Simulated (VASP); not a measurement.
# I (C2/m) in VASP: further runs

The runs below take I through single point, relaxation of cell and atoms, with PBE.

All numbers are computed with VASP 6.6.1; they aren't measurements. Logs are shortened: lines on timing, memory, paths and dates and some standing lists are left out, and cuts for length are marked.

## (1) The cell of the first run

Symmetry: C2/m, No. 12, monoclinic system. Conventional cell: a = 4.871 Å, b = 9.008 Å, c = 2.969 Å, α = 90.00°, β = 126.17°, γ = 90.00°. I (site symmetry 2/m) has 4 I at 2.97 to 3.93 Å within 4.0 Å.

## (2) Single point, PBE, non-collinear spin, zero start, spin-orbit coupling

Contents of INCAR:

```
SYSTEM = I
PREC = Accurate ; ENCUT = 520
EDIFF = 1E-6 ; ISMEAR = -1
SIGMA = 0.05 ; LREAL = .FALSE.
LASPH = .TRUE. ; NELM = 150
ALGO = Normal ; ISIF = 2
LWAVE = .FALSE. ; LCHARG = .TRUE.
MAGMOM = 0 0 0 ; LORBIT = 11
LSORBIT = .TRUE. ; GGA_COMPAT = .FALSE.
LORBMOM = .TRUE. ; GGA = PE
LVHAR = .TRUE. ; NBANDS = 18
```

Contents of KPOINTS:

```
regular mesh
0
G
  5 5 8
  0 0 0
```

Contents of POSCAR:

```
I
1.0
    2.4889939239     -4.5042058563     -0.1238632528
    2.4889939239      4.5042058563     -0.1238632528
   -1.7055504456      0.0000000000      2.4298681146
I
1
Direct
    0.5000000000      0.5000000000      0.5000000000
```

Potentials or basis: VASP PAW PBE potentials, release 64 (I).

Started as:

```bash
> cat potpaw_PBE.64/I/POTCAR > POTCAR
> mpirun -np 1 vasp_ncl > vasp.out
```

OUTCAR:

```text
SYSTEM = I
   PREC = Accurate
   ENCUT = 520
   EDIFF = 1E-6
   ISMEAR = -1
   LREAL = .FALSE.
   LASPH = .TRUE.
   NELM = 150
   ISIF = 2
   LORBIT = 11
   LSORBIT = .TRUE.
   GGA = PE

 ion  position               nearest neighbor table
   1  0.500  0.500  0.500-

  Warning from LATTYP: Got some problem with cell dimensions!
  Tried to take original basis but could not verify dimensions!
  LATTYP: Found a base centered monoclinic cell.
 ALAT       =     4.8709104308
 B/A-ratio  =     1.8494307872
 C/A-ratio  =     0.6094747497
 COS(beta)  =    -0.5901811260

  Lattice vectors:

 A1 = (  -0.7834434783,   4.5042058563,  -2.3060048618)
 A2 = (  -0.7834434783,  -4.5042058563,  -2.3060048618)
 A3 = (  -1.7055504456,   0.0000000000,   2.4298681146)

Analysis of symmetry for initial positions (statically):
=====================================================================
 Subroutine PRICEL returns:
 Original cell was already a primitive cell.

 Routine SETGRP: Setting up the symmetry group for a
 base centered monoclinic supercell.

 Subroutine GETGRP returns: Found  4 space group operations
 (whereof  4 operations were pure point group operations)
 out of a pool of  4 trial point group operations.

The static configuration has the point symmetry C_2h.

Analysis of symmetry for dynamics (positions and initial velocities):
=====================================================================
 Subroutine PRICEL returns:
 Original cell was already a primitive cell.

 Routine SETGRP: Setting up the symmetry group for a
 base centered monoclinic supercell.

 Subroutine GETGRP returns: Found  4 space group operations
 (whereof  4 operations were pure point group operations)
 out of a pool of  4 trial point group operations.

The dynamic configuration has the point symmetry C_2h.

Analysis of structural, dynamic, and magnetic symmetry:
=====================================================================
 Subroutine PRICEL returns:
 Original cell was already a primitive cell.

 Routine SETGRP: Setting up the symmetry group for a
 base centered monoclinic supercell.

 Subroutine GETGRP returns: Found  4 space group operations
 (whereof  4 operations were pure point group operations)
 out of a pool of  4 trial point group operations.

The overall configuration has the point symmetry C_2h.

 Subroutine INISYM returns: Found  4 space group operations
 (whereof  4 operations are pure point group operations),
 and found     1 'primitive' translations

----------------------------------------------------------------------------------------

                                     Primitive cell

  volume of cell :      52.5791

  direct lattice vectors                    reciprocal lattice vectors
     2.488993924 -4.504205856 -0.123863253     0.208155276 -0.111007360  0.146106417
     2.488993924  4.504205856 -0.123863253     0.208155276  0.111007360  0.146106417
    -1.705550446  0.000000000  2.429868115     0.021221555  0.000000000  0.426440606

  length of vectors
     5.147650265  5.147650265  2.968696916     0.277485743  0.277485743  0.426968319

  position of ions in fractional coordinates (direct lattice)
     0.500000000  0.500000000  0.500000000

  ion indices of the primitive-cell ions
   primitive index   ion index
                 1           1

----------------------------------------------------------------------------------------

 KPOINTS: regular mesh

Automatic generation of k-mesh.
 Grid dimensions read from file:
 generate k-points for:    5    5    8

 Generating k-lattice:

  Cartesian coordinates                     Fractional coordinates (reciprocal lattice)
     0.041631055 -0.022201472  0.029221283     0.200000000  0.000000000  0.000000000
     0.041631055  0.022201472  0.029221283     0.000000000  0.200000000  0.000000000
     0.002652694  0.000000000  0.053305076     0.000000000  0.000000000  0.125000000

  Length of vectors
[... 55 lines left out ...]
   EDIFF  = 0.1E-05   stopping-criterion for ELM
   LREAL  =      F    real-space projection
   EDIFFG = 0.1E-04   stopping-criterion for IOM
   NSW    =      0    number of steps for IOM
   IBRION =     -1    ionic relax: 0-MD 1-quasi-New 2-CG
   NFREE  =      0    steps in history (QN), initial steepest desc. (CG)
   ISIF   =      2    stress and relaxation
   ISYM   =      2    0-nonsym 1-usesym 2-fastsym
   POTIM  = 0.5000    time-step for ionic-motion
   TEBEG  =    0.0;   TEEND  =   0.0 temperature during run
   PSTRESS=    0.0 pullay stress
   NELECT =       7.0000    total number of electrons
   NUPDOWN=      -1.0000    fix difference up-down
   EMIN   =  10.00;   EMAX   =-10.00  energy-range for DOS
   EFERMI =   0.00;   METHOD = LEGACY
   ISMEAR =    -1;   SIGMA  =   0.05  broadening in eV -4-tet -1-fermi 0-gaus
   EFERMI_NEDOS =   21; number of points for ismear=-14 and -15
   IALGO  =     38    algorithm
   IMIX   =      4    mixing-type and parameters
     AMIX     =   0.40;   BMIX     =  1.00
     AMIX_MAG =   1.60;   BMIX_MAG =  1.00
  volume/ion in A,a.u.               =      52.58       354.82
  Fermi-wavevector in a.u.,A,eV,Ry     =   0.835930  1.579678  9.507455  0.698778
  Thomas-Fermi vector in A             =   1.949570
   LORBIT       =     11    0 simple, 1 ext, 2 COOP (PROOUT), +10 PAW based schemes
   GGA     = PE    functional components
   LHFCALC =     F    Hartree Fock is set to
   AEXX    =    0.0000 exact exchange contribution
   IVDW    =     0    specifies the selected vdW correction
   LEPSILON=     F    determine dielectric tensor
   LRPA    =     F    only Hartree local field effects (RPA)
  energy-cutoff  :      520.00
  volume of cell :       52.58
 maximum number of plane-waves:      2870
 NGX is ok and might be reduce to    40
   NGX = 19   NGY = 19   NGZ = 11

 number of electron       7.0000000 magnetization      -0.0000000     -0.0000003      0.0000000

 number of electron       7.0000000 magnetization       0.0000000      0.0000006      0.0000000

 number of electron       7.0000000 magnetization       0.0000000      0.0000006     -0.0000000

 number of electron       7.0000000 magnetization      -0.0000000     -0.0000004     -0.0000000

 Free energy of the ion-electron system (eV)
  ---------------------------------------------------
  ext. energy  EPLUGINS =         0.00000000
  ---------------------------------------------------
  free energy    TOTEN  =        -1.69523592 eV

  energy without entropy =       -1.68961147  energy(sigma->0) =       -1.69242369

 E-fermi :   0.8864     XC(G=0):  -7.0116

 val. band max:        0.8762437801   @ k =  -0.4000   0.4000   0.5000
 cond. band min:       1.2734893102   @ k =   0.4000   0.2000   0.3750
 fundamental gap:      0.3972455301
 Fermi energy:         0.8863590816

 k-point     1 :       0.0000    0.0000    0.0000
  band No.  band energies     occupation
      1     -12.2399      1.00000
      2     -12.2399      1.00000
      3      -1.2398      1.00000
      4      -1.2398      1.00000
      5      -0.0729      1.00000
      6      -0.0729      1.00000
[... 481 lines left out ...]
      5      -0.6954      1.00000
      6      -0.6954      1.00000
[... 10 lines left out ...]
     17      13.4846      0.00000
     18      13.4847      0.00000

 [... further k-points ...]

------------------------ aborting loop because EDIFF is reached ----------------------------------------

  FORCE on cell =-STRESS in cart. coord.  units (eV):
  Direction    XX          YY          ZZ          XY          YZ          ZX
  --------------------------------------------------------------------------------------
  -------------------------------------------------------------------------------------
  Total       -0.0257978      0.0035701     -0.0362409      0.0000000      0.0000000      0.0249257
  in kB       -0.7861030      0.1087876     -1.1043225      0.0000000      0.0000000      0.7595279
  external PRESSURE =      -0.5938793 kB  Pullay stress =       0.0000000 kB

 VOLUME and BASIS-vectors are now :
 -----------------------------------------------------------------------------
  energy-cutoff  :      520.00
  volume of cell :       52.58
      direct lattice vectors                 reciprocal lattice vectors
     2.488993924 -4.504205856 -0.123863253     0.208155276 -0.111007360  0.146106417
     2.488993924  4.504205856 -0.123863253     0.208155276  0.111007360  0.146106417
    -1.705550446  0.000000000  2.429868115     0.021221555  0.000000000  0.426440606

 POSITION                                       TOTAL-FORCE (eV/Angst)
 -----------------------------------------------------------------------------------
      1.63622      0.00000      1.09107         0.000000      0.000000      0.000000
 -----------------------------------------------------------------------------------
    total drift:                               -0.000000     -0.000000     -0.000000

  FREE ENERGIE OF THE ION-ELECTRON SYSTEM (eV)
  ---------------------------------------------------
  free  energy   TOTEN  =        -1.6952359230 eV

  energy  without entropy=       -1.6896114653  energy(sigma->0) =       -1.69242369

 orbital moment (x)

 # of ion     p       d       tot
 ----------------------------------------
  1         0.000  -0.000   0.000
 ----------------------------------------
            0.000  -0.000   0.000

 orbital moment (y)

 # of ion     p       d       tot
 ----------------------------------------
  1        -0.000  -0.000  -0.000
 ----------------------------------------
           -0.000  -0.000  -0.000

 orbital moment (z)

 # of ion     p       d       tot
 ----------------------------------------
  1         0.000   0.000   0.000
 ----------------------------------------
            0.000   0.000   0.000

 Spin-Orbit-Coupling matrix elements

 Ion:    1  E_soc:     -0.3438329
 l=   1
     0.0000000    -0.0560841    -0.0612407
    -0.0560841     0.0000000    -0.0543645
    -0.0612407    -0.0543645     0.0000000
 l=   2
     0.0000000    -0.0000038     0.0000000    -0.0000312    -0.0000098
    -0.0000038     0.0000000    -0.0000244    -0.0000217    -0.0000209
     0.0000000    -0.0000244     0.0000000    -0.0000934     0.0000000
    -0.0000312    -0.0000217    -0.0000934     0.0000000    -0.0000220
    -0.0000098    -0.0000209     0.0000000    -0.0000220     0.0000000
 l=   3
     0.0000000     0.0000000     0.0000000     0.0000000     0.0000000     0.0000000     0.0000000
     0.0000000     0.0000000     0.0000000     0.0000000     0.0000000     0.0000000     0.0000000
     0.0000000     0.0000000     0.0000000     0.0000000     0.0000000     0.0000000     0.0000000
     0.0000000     0.0000000     0.0000000     0.0000000     0.0000000     0.0000000     0.0000000
     0.0000000     0.0000000     0.0000000     0.0000000     0.0000000     0.0000000     0.0000000
     0.0000000     0.0000000     0.0000000     0.0000000     0.0000000     0.0000000     0.0000000
     0.0000000     0.0000000     0.0000000     0.0000000     0.0000000     0.0000000     0.0000000

 total charge

# of ion       s       p       d       tot
------------------------------------------
    1        1.541   2.629   0.026   4.196

 magnetization (x)

# of ion       s       p       d       tot
------------------------------------------
    1        0.000   0.000   0.000   0.000

 magnetization (y)

# of ion       s       p       d       tot
------------------------------------------
    1       -0.000  -0.000   0.000  -0.000

 magnetization (z)

# of ion       s       p       d       tot
------------------------------------------
    1        0.000   0.000   0.000   0.000
```

Run time: 82 s. Hardware: 1 thread of AMD EPYC 9R45 (Zen 5), shared host; peak memory 0.33 GiB.

What came out:

- Free energy: -1.6952 eV
- Pressure: -0.1 GPa
- Net moment: 0.00 μB per cell
- Valence electrons inside the program's atomic spheres: I 4.20

Moments on the atoms (μB; x, y, z):
```
I   0.00 0.00 0.00
```

## (3) Relaxation of cell and atoms, PBE, non-collinear spin, zero start, spin-orbit coupling

This run uses another cell than the first one, of 44.81 Å³/atom.

Contents of INCAR:

```
PREC     = Accurate       # precision mode
ENCUT    = 600            # plane-wave cutoff, eV
EDIFF    = 1E-6           # SCF threshold, eV
ISMEAR   = -1             # smearing method
SIGMA    = 0.05           # smearing width, eV
LREAL    = F              # projectors in reciprocal space
LASPH    = T              # aspherical terms in the spheres
NELM     = 150            # most SCF steps
ALGO     = Normal         # electronic algorithm
ISIF     = 3              # what is computed and relaxed
LWAVE    = F              # write WAVECAR
LCHARG   = F              # write CHGCAR
LNONCOLLINEAR= T              # non-collinear magnetism
MAGMOM   = 0 0 0          # initial moments
LORBIT   = 11             # projections on sites
LSORBIT  = T              # spin-orbit coupling
GGA_COMPAT= F            
LORBMOM  = T            
GGA      = PE             # functional
IBRION   = 2              # ionic algorithm
NSW      = 80             # ionic steps
EDIFFG   = -0.01          # ionic threshold
```

Contents of KPOINTS:

```
regular mesh
0
Gamma
  5 5 8
```

Contents of POSCAR:

```
I
1.0
    2.5383465792     -3.7066249365      0.0000000000
    2.5383465792      3.7066249365      0.0000000000
   -1.6208748370      0.0000000000      2.3810977968
I
1
Direct
    0.5000000000      0.5000000000      0.5000000000
```

Potentials or basis: VASP PAW PBE potentials, release 64 (I).

Started as:

```bash
> cat potpaw_PBE.64/I/POTCAR > POTCAR
> mpirun -np 1 vasp_ncl > vasp.out
```

OUTCAR:

```text
PREC = Accurate
   ENCUT = 600
   EDIFF = 1E-6
   ISMEAR = -1
   LREAL = F
   LASPH = T
   NELM = 150
   ISIF = 3
   LNONCOLLINEAR = T
   LORBIT = 11
   LSORBIT = T
   GGA = PE
   IBRION = 2
   NSW = 80
   EDIFFG = -0.01

 ion  position               nearest neighbor table
   1  0.500  0.500  0.500-

  LATTYP: Found a base centered monoclinic cell.
 ALAT       =     5.0766931584
 B/A-ratio  =     1.4602517114
 C/A-ratio  =     0.5673826054
 COS(beta)  =    -0.5627202553

  Lattice vectors:

 A1 = (   2.5383465792,  -3.7066249365,   0.0000000000)
 A2 = (   2.5383465792,   3.7066249365,   0.0000000000)
 A3 = (  -1.6208748370,   0.0000000000,   2.3810977968)

Analysis of symmetry for initial positions (statically):
=====================================================================
 Subroutine PRICEL returns:
 Original cell was already a primitive cell.

 Routine SETGRP: Setting up the symmetry group for a
 base centered monoclinic supercell.

 Subroutine GETGRP returns: Found  4 space group operations
 (whereof  4 operations were pure point group operations)
 out of a pool of  4 trial point group operations.

The static configuration has the point symmetry C_2h.

Analysis of symmetry for dynamics (positions and initial velocities):
=====================================================================
 Subroutine PRICEL returns:
 Original cell was already a primitive cell.

[... 825 lines left out ...]
 reached required accuracy - stopping structural energy minimisation

 orbital moment (x)

 # of ion     p       d       tot
 ----------------------------------------
  1         0.000  -0.000   0.000
 ----------------------------------------
            0.000  -0.000   0.000

 orbital moment (y)

 # of ion     p       d       tot
 ----------------------------------------
  1        -0.000  -0.000  -0.000
 ----------------------------------------
           -0.000  -0.000  -0.000

 orbital moment (z)

 # of ion     p       d       tot
 ----------------------------------------
  1         0.000  -0.000  -0.000
 ----------------------------------------
            0.000  -0.000  -0.000

 Spin-Orbit-Coupling matrix elements

 Ion:    1  E_soc:     -0.3431839
 l=   1
     0.0000000    -0.0559927    -0.0611446
    -0.0559927     0.0000000    -0.0542249
    -0.0611446    -0.0542249     0.0000000
 l=   2
     0.0000000    -0.0000038     0.0000000    -0.0000315    -0.0000099
    -0.0000038     0.0000000    -0.0000246    -0.0000220    -0.0000212
     0.0000000    -0.0000246     0.0000000    -0.0000945     0.0000000
    -0.0000315    -0.0000220    -0.0000945     0.0000000    -0.0000223
    -0.0000099    -0.0000212     0.0000000    -0.0000223     0.0000000
 l=   3
     0.0000000     0.0000000     0.0000000     0.0000000     0.0000000     0.0000000     0.0000000
     0.0000000     0.0000000     0.0000000     0.0000000     0.0000000     0.0000000     0.0000000
     0.0000000     0.0000000     0.0000000     0.0000000     0.0000000     0.0000000     0.0000000
     0.0000000     0.0000000     0.0000000     0.0000000     0.0000000     0.0000000     0.0000000
     0.0000000     0.0000000     0.0000000     0.0000000     0.0000000     0.0000000     0.0000000
     0.0000000     0.0000000     0.0000000     0.0000000     0.0000000     0.0000000     0.0000000
     0.0000000     0.0000000     0.0000000     0.0000000     0.0000000     0.0000000     0.0000000

 total charge

# of ion       s       p       d       tot
------------------------------------------
    1        1.541   2.630   0.026   4.197

 magnetization (x)

# of ion       s       p       d       tot
------------------------------------------
    1        0.000   0.000   0.000   0.000

 magnetization (y)

# of ion       s       p       d       tot
------------------------------------------
    1       -0.000   0.000   0.000  -0.000

 magnetization (z)

# of ion       s       p       d       tot
------------------------------------------
    1        0.000   0.000   0.000   0.000
```

OSZICAR:

```text
N       E                     dE             d eps       ncg     rms          rms(c)
DAV:   1     0.380239403915E+02    0.38024E+02   -0.27870E+03  1764   0.880E+02
DAV:   2     0.100954545735E+01   -0.37014E+02   -0.34295E+02  2464   0.134E+02
DAV:   3    -0.162494177640E+01   -0.26345E+01   -0.26126E+01  2262   0.411E+01
[... 179 lines left out ...]
DAV:   1    -0.169532559001E+01   -0.32411E-03   -0.22251E-02  1932   0.993E-01    0.867E-02
DAV:   2    -0.169513209451E+01    0.19350E-03   -0.51429E-04  1974   0.199E-01    0.489E-02
DAV:   3    -0.169501937739E+01    0.11272E-03   -0.30115E-04  2082   0.111E-01    0.198E-02
DAV:   4    -0.169502168494E+01   -0.23075E-05   -0.14996E-05  2118   0.292E-02    0.104E-02
DAV:   5    -0.169502218851E+01   -0.50357E-06   -0.22039E-07  1446   0.476E-03
  20 F= -.16950222E+01 E0= -.16922188E+01  d E =-.205279E-04  mag=     0.0000    -0.0000     0.0000
```

It took 11 min on 1 thread of AMD EPYC 9R45 (Zen 5), shared host; peak memory 0.31 GiB.

What came out:

```
Free energy                                           : -1.6950 eV
Relaxed volume                                        : 52.34 Å³/atom
Relaxed cell                                          : a = 5.137 Å, b = 5.137 Å, c = 2.965 Å, α = 107.32°, β = 107.32°, γ = 122.02°
Space group after relaxing (to 0.1 Å)                 : C2/m (No. 12)
Energy gained by relaxing                             : 40.4 meV/atom
Ionic steps                                           : 20
Pressure after relaxing                               : 0.0 GPa
Net moment                                            : 0.00 μB per cell
Valence electrons inside the program's atomic spheres : I 4.20
```

The path:
| step | energy change (eV) | largest force (eV/Å) | pressure (GPa) | volume (Å³) |
| --- | --- | --- | --- | --- |
| 1 | 0.0000 | 0.0000 | 1.91 | 44.81 |
| 2 | 0.0068 | 0.0000 | -1.46 | 48.30 |
| 3 | -0.0203 | 0.0000 | 0.08 | 46.33 |
| 4 | -0.0204 | 0.0000 | 0.10 | 46.30 |
| 5 | -0.0219 | 0.0000 | 0.08 | 46.54 |
| 6 | -0.0260 | 0.0000 | 0.02 | 47.25 |
| 7 | -0.0328 | 0.0000 | -0.07 | 48.61 |
| 8 | -0.0396 | 0.0000 | -0.07 | 51.14 |
| 9 | -0.0399 | 0.0000 | -0.02 | 51.73 |
| 10 | -0.0390 | 0.0000 | 0.03 | 52.84 |
| 11 | -0.0399 | 0.0000 | -0.02 | 52.04 |
| 12 | -0.0399 | 0.0000 | -0.03 | 51.94 |
| 13 | -0.0399 | 0.0000 | -0.03 | 51.83 |
| 14 | -0.0366 | 0.0000 | 0.63 | 51.61 |
| 15 | -0.0400 | 0.0000 | 0.05 | 51.80 |
| 16 | -0.0403 | 0.0000 | -0.02 | 52.26 |
| 17 | -0.0403 | 0.0000 | -0.03 | 52.33 |
| 18 | -0.0400 | 0.0000 | 0.18 | 52.26 |
| 19 | -0.0404 | 0.0000 | 0.00 | 52.32 |
| 20 | -0.0404 | 0.0000 | 0.00 | 52.34 |

Final structure:
```cif
data_structure
_symmetry_space_group_name_H-M 'P 1'
_symmetry_Int_Tables_number 1
_cell_length_a 5.1368
_cell_length_b 5.1368
_cell_length_c 2.9649
_cell_angle_alpha 107.322
_cell_angle_beta 107.322
_cell_angle_gamma 122.018
_cell_volume 52.34
loop_
_atom_site_label
_atom_site_type_symbol
_atom_site_fract_x
_atom_site_fract_y
_atom_site_fract_z
_atom_site_occupancy
I1 I 0.50000 0.50000 0.50000 1
```

Moments on the atoms (μB; x, y, z):
```
I   0.00 0.00 0.00
```

Caveat: the volume moved by over 15 % at a fixed basis, so the end points are rough.
